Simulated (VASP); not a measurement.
Set up this calculation in VASP 6.6.1, as the native input.

```yaml
Task: relaxation of shape and atoms at fixed volume
Functional: PBE
Potentials_or_basis: VASP PAW PBE potentials, release 64 (Re)
Cutoff: 600 eV
k_mesh: 18 × 18 × 10
Occupations: gaussian, width 0.1 eV
Spin: no spin polarisation
Dipole_correction: no
Further_INCAR_settings: ALGO = Normal; EDIFF = 1e-06; IBRION = 2; EDIFFG = -0.01; NSW = 50; ISIF = 4
```

The structure of Re lies in POSCAR:

```
Re
1.0
    2.7468072782      0.0000000000      0.0000000000
   -1.3734036391      2.3788048822      0.0000000000
    0.0000000000      0.0000000000      4.4387820173
Re
2
Direct
    0.3333333333      0.6666666667      0.2500000000
    0.6666666667      0.3333333333      0.7500000000
```

The input as run:

INCAR

```
SYSTEM = Re
PREC     = Accurate       ! precision mode
ENCUT    = 600            ! plane-wave cutoff, eV
EDIFF    = 1E-6           ! SCF threshold, eV
ISMEAR   = 0              ! smearing method
SIGMA    = 0.1            ! smearing width, eV
LREAL    = .FALSE.        ! projectors in reciprocal space
LASPH    = .TRUE.         ! aspherical terms in the spheres
NELM     = 60             ! most SCF steps
ALGO     = Normal         ! electronic algorithm
ISIF     = 4              ! what is computed and relaxed
LWAVE    = .FALSE.        ! write WAVECAR
LCHARG   = .FALSE.        ! write CHGCAR
GGA      = PE             ! functional
IBRION   = 2              ! ionic algorithm
NSW      = 50             ! ionic steps
EDIFFG   = -0.01          ! ionic threshold
```

KPOINTS

```
regular mesh
0
G
  18 18 10
  0 0 0
```

Potentials or basis: VASP PAW PBE potentials, release 64 (Re).

Run with:

```sh
$ cat potpaw_PBE.64/Re/POTCAR > POTCAR
$ mpirun -np 1 vasp_std > vasp.out
```

It gave:

```
Pressure after relaxing : 11.7 GPa
Band gap on the k mesh  : zero (bands 7 and 8 overlap by 3.25 eV)
```

Caveat: spin-orbit coupling is left out, which moves the levels of the heavy elements.

Wall time 43 s on 1 thread of AMD EPYC 9R45 96-Core Processor (Zen 5), on a shared host, peak memory 0.19 GiB.
